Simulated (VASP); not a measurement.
# InBi (P4/nmm) in VASP: single point with LDA

Aim: the single point of InBi with LDA.

Program: VASP 6.6.1. These are calculated values, not measurements. Logs are shortened: lines on timing, memory, paths and dates and some standing lists are left out, and cuts for length are marked.

## 1. The cell of the first run

The structure is tetragonal, space group P4/nmm (No. 129). Conventional cell: a = 4.827 Å, b = 4.827 Å, c = 4.888 Å, α = 90.00°, β = 90.00°, γ = 90.00°. Within 4.1 Å of In (site symmetry -4m2) lie 8 Bi at 3.09 to 3.82 Å and 4 In at 3.41 Å. Bi (site symmetry 4mm) has 8 In at 3.09 to 3.82 Å and 4 Bi at 3.57 Å within 4.1 Å.

## 2. Single point, LDA

File INCAR:

```
PREC = Accurate
ENCUT = 520
EDIFF = 1E-6
ISMEAR = 0
SIGMA = 0.1
LREAL = F
LASPH = T
NELM = 100
ALGO = Fast
ISIF = 2
LWAVE = F
LCHARG = F
NBANDS = 36
```

File KPOINTS:

```
regular mesh
0
Gamma
  8 8 10
```

File POSCAR:

```
InBi
1.0
    4.8267817638      0.0000000000      0.0000000000
    0.0000000000      4.8267817638      0.0000000000
    0.0000000000      0.0000000000      4.8881500684
In Bi
2 2
Direct
    0.0000000000      0.0000000000      0.0000000000
    0.5000000000      0.5000000000      0.0000000000
    0.0000000000      0.5000000000      0.3932556460
    0.5000000000      0.0000000000      0.6067443540
```

Potentials or basis: VASP PAW LDA potentials, release 64 (In_d, Bi_d).

The run is started by

```bash
cat potpaw_LDA.64/In_d/POTCAR potpaw_LDA.64/Bi_d/POTCAR > POTCAR
mpirun -np 1 vasp_std > vasp.out
```

OUTCAR:

```text
PREC = Accurate
   ENCUT = 520
   EDIFF = 1E-6
   ISMEAR = 0
   LREAL = F
   LASPH = T
   NELM = 100
   ISIF = 2

 ion  position               nearest neighbor table
   1  0.000  0.000  0.000-   3 3.09   4 3.09   3 3.09   4 3.09   2 3.41   2 3.41   2 3.41   2 3.41
                             4 3.82   4 3.82   3 3.82   3 3.82
   2  0.500  0.500  0.000-   3 3.09   4 3.09   4 3.09   3 3.09   1 3.41   1 3.41   1 3.41   1 3.41
                             4 3.82   4 3.82   3 3.82   3 3.82
   3  0.000  0.500  0.393-   1 3.09   2 3.09   1 3.09   2 3.09   4 3.57   4 3.57   4 3.57   4 3.57
                             2 3.82   1 3.82   2 3.82   1 3.82
   4  0.500  0.000  0.607-   1 3.09   2 3.09   2 3.09   1 3.09   3 3.57   3 3.57   3 3.57   3 3.57
                             1 3.82   2 3.82   1 3.82   2 3.82

  LATTYP: Found a simple tetragonal cell.
 ALAT       =     4.8267817638
 C/A-ratio  =     1.0127141246

  Lattice vectors:

 A1 = (   4.8267817638,   0.0000000000,   0.0000000000)
 A2 = (   0.0000000000,   4.8267817638,   0.0000000000)
 A3 = (   0.0000000000,   0.0000000000,   4.8881500684)

Analysis of symmetry for initial positions (statically):
=====================================================================
 Subroutine PRICEL returns:
 Original cell was already a primitive cell.

 Routine SETGRP: Setting up the symmetry group for a
 simple tetragonal supercell.

 Subroutine GETGRP returns: Found 16 space group operations
 (whereof  8 operations were pure point group operations)
 out of a pool of 16 trial point group operations.

The static configuration has the point symmetry D_2d.
 The point group associated with its full space group is D_4h.

Analysis of symmetry for dynamics (positions and initial velocities):
=====================================================================
 Subroutine PRICEL returns:
 Original cell was already a primitive cell.

 Routine SETGRP: Setting up the symmetry group for a
 simple tetragonal supercell.

 Subroutine GETGRP returns: Found 16 space group operations
 (whereof  8 operations were pure point group operations)
 out of a pool of 16 trial point group operations.

The dynamic configuration has the point symmetry D_2d.
 The point group associated with its full space group is D_4h.

 Subroutine INISYM returns: Found 16 space group operations
 (whereof  8 operations are pure point group operations),
 and found     1 'primitive' translations

----------------------------------------------------------------------------------------

                                     Primitive cell

  volume of cell :     113.8833

  direct lattice vectors                    reciprocal lattice vectors
     4.826781764  0.000000000  0.000000000     0.207177380  0.000000000  0.000000000
     0.000000000  4.826781764  0.000000000     0.000000000  0.207177380  0.000000000
     0.000000000  0.000000000  4.888150068     0.000000000  0.000000000  0.204576371

  length of vectors
     4.826781764  4.826781764  4.888150068     0.207177380  0.207177380  0.204576371

  position of ions in fractional coordinates (direct lattice)
     0.000000000  0.000000000  0.000000000
     0.500000000  0.500000000  0.000000000
     0.000000000  0.500000000  0.393255646
     0.500000000  0.000000000  0.606744354

  ion indices of the primitive-cell ions
   primitive index   ion index
                 1           1
                 2           2
                 3           3
                 4           4

----------------------------------------------------------------------------------------

 KPOINTS: regular mesh

Automatic generation of k-mesh.
 Grid dimensions read from file:
 generate k-points for:    8    8   10

 Generating k-lattice:

  Cartesian coordinates                     Fractional coordinates (reciprocal lattice)
     0.025897173  0.000000000  0.000000000     0.125000000  0.000000000  0.000000000
     0.000000000  0.025897173  0.000000000     0.000000000  0.125000000  0.000000000
     0.000000000  0.000000000  0.020457637     0.000000000  0.000000000  0.100000000

  Length of vectors
     0.025897173  0.025897173  0.020457637

  Shift w.r.t. Gamma in fractional coordinates (k-lattice)
     0.000000000  0.000000000  0.000000000

 Subroutine IBZKPT returns following result:
 ===========================================

 Found     90 irreducible k-points:

 Following reciprocal coordinates:
            Coordinates               Weight
  0.000000  0.000000  0.000000      1.000000
  0.125000  0.000000  0.000000      4.000000
  0.250000  0.000000  0.000000      4.000000
  0.375000  0.000000  0.000000      4.000000
  0.500000  0.000000  0.000000      2.000000
  0.125000  0.125000  0.000000      4.000000
[... 16 lines left out ...]
  0.375000  0.125000  0.100000     16.000000
  0.500000  0.125000  0.100000      8.000000
 [... further k-points ...]
   k-points           NKPTS =     90   k-points in BZ     NKDIM =     90   number of bands    NBANDS=     36
   number of dos      NEDOS =    301   number of ions     NIONS =      4
   total plane-waves  NPLWV =  46656
   dimension x,y,z NGX =    36 NGY =   36 NGZ =   36
   dimension x,y,z NGXF=    72 NGYF=   72 NGZF=   72
   ions per type =               2   2
   NGX,Y,Z   is equivalent  to a cutoff of  12.40, 12.40, 12.24 a.u.
   NGXF,Y,Z  is equivalent  to a cutoff of  24.80, 24.80, 24.49 a.u.
 SYSTEM =  unknown system
   PREC   = accura    normal or accurate (medium, high low for compatibility)
   ISTART =      0    job   : 0-new  1-cont  2-samecut
   ICHARG =      2    charge: 1-file 2-atom 10-const
   ISPIN  =      1    spin polarized calculation?
   LNONCOLLINEAR =      F non collinear calculations
   LSORBIT =      F    spin-orbit coupling
   LASPH  =      T    aspherical Exc in radial PAW
   ENCUT  =  520.0 eV  38.22 Ry    6.18 a.u.   8.97  8.97  9.09*2*pi/ulx,y,z
   NELM   =    100;   NELMIN=  2; NELMDL= -5     # of ELM steps
   EDIFF  = 0.1E-05   stopping-criterion for ELM
   LREAL  =      F    real-space projection
[... 7 lines left out ...]
   TEBEG  =    0.0;   TEEND  =   0.0 temperature during run
   PSTRESS=    0.0 pullay stress
   NELECT =      56.0000    total number of electrons
   NUPDOWN=      -1.0000    fix difference up-down
   EMIN   =  10.00;   EMAX   =-10.00  energy-range for DOS
   EFERMI =   0.00;   METHOD = LEGACY
   ISMEAR =     0;   SIGMA  =   0.10  broadening in eV -4-tet -1-fermi 0-gaus
   EFERMI_NEDOS =   21; number of points for ismear=-14 and -15
   IALGO  =     68    algorithm
   IMIX   =      4    mixing-type and parameters
     AMIX     =   0.40;   BMIX     =  1.00
     AMIX_MAG =   1.60;   BMIX_MAG =  1.00
  volume/ion in A,a.u.               =      28.47       192.13
  Fermi-wavevector in a.u.,A,eV,Ry     =   1.292164  2.441835 22.717473  1.669687
  Thomas-Fermi vector in A             =   2.423889
   LORBIT       =      0    0 simple, 1 ext, 2 COOP (PROOUT), +10 PAW based schemes
   GGA     = CA    functional components
   LHFCALC =     F    Hartree Fock is set to
   AEXX    =    0.0000 exact exchange contribution
   IVDW    =     0    specifies the selected vdW correction
   LEPSILON=     F    determine dielectric tensor
   LRPA    =     F    only Hartree local field effects (RPA)
 non-spin polarized calculation
 RMM-DIIS sequential band-by-band and
 Gauss-broadening in eV      SIGMA  =   0.10
  energy-cutoff  :      520.00
  volume of cell :      113.88
 maximum number of plane-waves:      3104
 NGX is ok and might be reduce to    36
   NGX = 17   NGY = 17   NGZ = 19

 number of electron      56.0000010 magnetization

 Free energy of the ion-electron system (eV)
  ---------------------------------------------------
  ext. energy  EPLUGINS =         0.00000000
  ---------------------------------------------------
  free energy    TOTEN  =       -15.60135181 eV

  energy without entropy =      -15.59690421  energy(sigma->0) =      -15.59912801

 E-fermi :   7.4081     XC(G=0): -10.4944

 val. band max:        7.4045707552   @ k =   0.1250   0.0000   0.3000
 cond. band min:       7.4115976764   @ k =   0.2500   0.0000   0.0000
 fundamental gap:      0.0070269212
 Fermi energy:         7.4081436965

 k-point     1 :       0.0000    0.0000    0.0000
  band No.  band energies     occupation
      1     -15.2887      2.00000
      2     -15.2632      2.00000
      3     -15.2188      2.00000
      4     -15.2188      2.00000
      5     -15.2177      2.00000
      6     -15.2177      2.00000
[... 28 lines left out ...]
     35      13.5819      0.00000
     36      13.6255      0.00000

 k-point     2 :       0.1250    0.0000    0.0000
  band No.  band energies     occupation
      1     -15.2862      2.00000
      2     -15.2602      2.00000
      3     -15.2265      2.00000
      4     -15.2222      2.00000
      5     -15.2215      2.00000
      6     -15.2147      2.00000
[... 28 lines left out ...]
     35      13.2463      0.00000
     36      13.3495      0.00000

 k-point     3 :       0.2500    0.0000    0.0000
  band No.  band energies     occupation
      1     -15.2791      2.00000
      2     -15.2522      2.00000
      3     -15.2346      2.00000
      4     -15.2293      2.00000
      5     -15.2281      2.00000
      6     -15.2063      2.00000
[... 28 lines left out ...]
     35      12.9761      0.00000
     36      13.7822      0.00000
[... 742 lines left out ...]
 k-point    23 :       0.3750    0.1250    0.1000
  band No.  band energies     occupation
      1     -15.2652      2.00000
      2     -15.2456      2.00000
      3     -15.2392      2.00000
      4     -15.2376      2.00000
      5     -15.2261      2.00000
      6     -15.2110      2.00000
[... 28 lines left out ...]
     35      12.5990      0.00000
     36      13.9124      0.00000

 k-point    24 :       0.5000    0.1250    0.1000
  band No.  band energies     occupation
      1     -15.2537      2.00000
      2     -15.2537      2.00000
      3     -15.2387      2.00000
      4     -15.2387      2.00000
      5     -15.2208      2.00000
      6     -15.2208      2.00000
[... 28 lines left out ...]
     35      12.8097      0.00000
     36      12.8097      0.00000

 [... further k-points ...]

------------------------ aborting loop because EDIFF is reached ----------------------------------------

  FORCE on cell =-STRESS in cart. coord.  units (eV):
  Direction    XX          YY          ZZ          XY          YZ          ZX
  --------------------------------------------------------------------------------------
  -------------------------------------------------------------------------------------
  Total        0.0310826      0.0310826      0.0248890      0.0000000     -0.0000000      0.0000000
  in kB        0.4372889      0.4372889      0.3501526      0.0000000     -0.0000000      0.0000000
  external PRESSURE =       0.4082435 kB  Pullay stress =       0.0000000 kB

 VOLUME and BASIS-vectors are now :
 -----------------------------------------------------------------------------
  energy-cutoff  :      520.00
  volume of cell :      113.88
      direct lattice vectors                 reciprocal lattice vectors
     4.826781764  0.000000000  0.000000000     0.207177380  0.000000000  0.000000000
     0.000000000  4.826781764  0.000000000     0.000000000  0.207177380  0.000000000
     0.000000000  0.000000000  4.888150068     0.000000000  0.000000000  0.204576371

 POSITION                                       TOTAL-FORCE (eV/Angst)
 -----------------------------------------------------------------------------------
      0.00000      0.00000      0.00000         0.000000      0.000000      0.000000
      2.41339      2.41339      0.00000         0.000000      0.000000      0.000000
      0.00000      2.41339      1.92229        -0.000000      0.000000      0.005645
      2.41339      0.00000      2.96586         0.000000      0.000000     -0.005645
 -----------------------------------------------------------------------------------
    total drift:                                0.000000      0.000000      0.000000

  FREE ENERGIE OF THE ION-ELECTRON SYSTEM (eV)
  ---------------------------------------------------
  free  energy   TOTEN  =       -15.6013518108 eV

  energy  without entropy=      -15.5969042147  energy(sigma->0) =      -15.59912801
```

Wall time 2.2 min (1 thread of Intel Xeon Platinum 8559C (Emerald Rapids), shared host); peak memory 0.39 GiB.

Results:

- Free energy: -15.6014 eV
- Pressure: 0.0 GPa
- Largest force: 0.006 eV/Å
- Band gap on the k mesh: zero (bands 28 and 29 overlap by 1.75 eV)

Forces in eV/Å, atoms in the order of the input:
```
In   0.000  0.000  0.000
In   0.000  0.000  0.000
Bi   0.000  0.000  0.006
Bi   0.000  0.000 -0.006
```

Caveat: spin-orbit coupling is left out, which moves the levels of the heavy elements.
